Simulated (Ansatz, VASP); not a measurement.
## Ru4Rh: VASP beside Ansatz

File INCAR:

```
SYSTEM = Ru4Rh
PREC     = Accurate       ! precision mode
ENCUT    = 520            ! plane-wave cutoff, eV
EDIFF    = 1E-7           ! SCF threshold, eV
ISMEAR   = -1             ! smearing method
SIGMA    = 0.05           ! smearing width, eV
LREAL    = .False.        ! projectors in reciprocal space
LASPH    = .True.         ! aspherical terms in the spheres
NELM     = 100            ! most SCF steps
ALGO     = Normal         ! electronic algorithm
ISIF     = 2              ! what is computed and relaxed
LWAVE    = .False.        ! write WAVECAR
LCHARG   = .True.         ! write CHGCAR
LDIPOL   = .True.       
IDIPOL   = 3            
DIPOL    = 0.5 0.5 0.500
GGA      = PS             ! functional
LELF     = .True.         ! ELF
LVHAR    = .True.       
LVACPOTAV= .True.       
NBANDS   = 44             ! bands
```

The input KPOINTS:

```
Automatic mesh
0
Gamma
  15 15 1
  0 0 0
```

Contents of POSCAR:

```
Ru4Rh
1.0
    2.6901084707      0.0000000000      0.0000000000
   -1.3450542353      2.3297022745      0.0000000000
    0.0000000000      0.0000000000     24.4996000000
Ru Rh
4 1
Direct
    0.0000000000      0.0000000000      0.3290002204
    0.3333333333      0.6666666667      0.4126361497
    0.3333333333      0.6666666667      0.5873638504
    0.0000000000      0.0000000000      0.6709997802
    0.0000000000      0.0000000000      0.4999999991
```

Input for Ansatz:

```yaml
crystal:
  lattice:
    - [2.6901084707, 0.0, 0.0]
    - [-1.3450542353, 2.3297022745, 0.0]
    - [0.0, 0.0, 24.4996]
  atoms:
    - { symbol: Ru, position: [0.0, 0.0, 0.3290002204] }
    - { symbol: Ru, position: [0.3333333333, 0.6666666667, 0.4126361497] }
    - { symbol: Rh, position: [0.0, 0.0, 0.4999999991] }
    - { symbol: Ru, position: [0.3333333333, 0.6666666667, 0.5873638504] }
    - { symbol: Ru, position: [0.0, 0.0, 0.6709997802] }
kpoints:
  mp_grid: { grid: [15, 15, 1] }
scf:
  occupations: { method: fermi_dirac, width: 0.05 }
hamiltonian:
  xc: pbesol
  pseudopotentials: { kind: paw }
output:
  forces: true
  stress: true
  eigenvalues: true
efield:
  axis: 3
  amplitude: 0
  dipole_correction: true
```

Alike in both runs: task single point; functional PBEsol; k mesh 15 × 15 × 1; occupations fermi-dirac, width 0.05 eV; no spin polarisation.

|  | VASP | Ansatz |
| --- | --- | --- |
| version | VASP 6.6.1 | Ansatz 0.2.0 |
| potentials or method | VASP PAW PBE potentials, release 64 (Ru_pv, Rh_pv) | PAW with Ansatz's default frozen-core files, scalar-relativistic |
| plane-wave cutoff (eV) | 520 | 420 |
| valence electrons in the cell | 71 | 81 |

|  | VASP | Ansatz | Ansatz less VASP |
| --- | --- | --- | --- |
| rms of the force components (eV/Å) | 0.114 | 0.122 | +0.0074 |

VASP's potentials were made for PBE, not for PBEsol. With one functional, cell and mesh, what is left measures potentials, basis and numerics. VASP's potentials hold 71 valence electrons a cell and Ansatz's 81, so a difference there can come from the potentials and not from the codes.
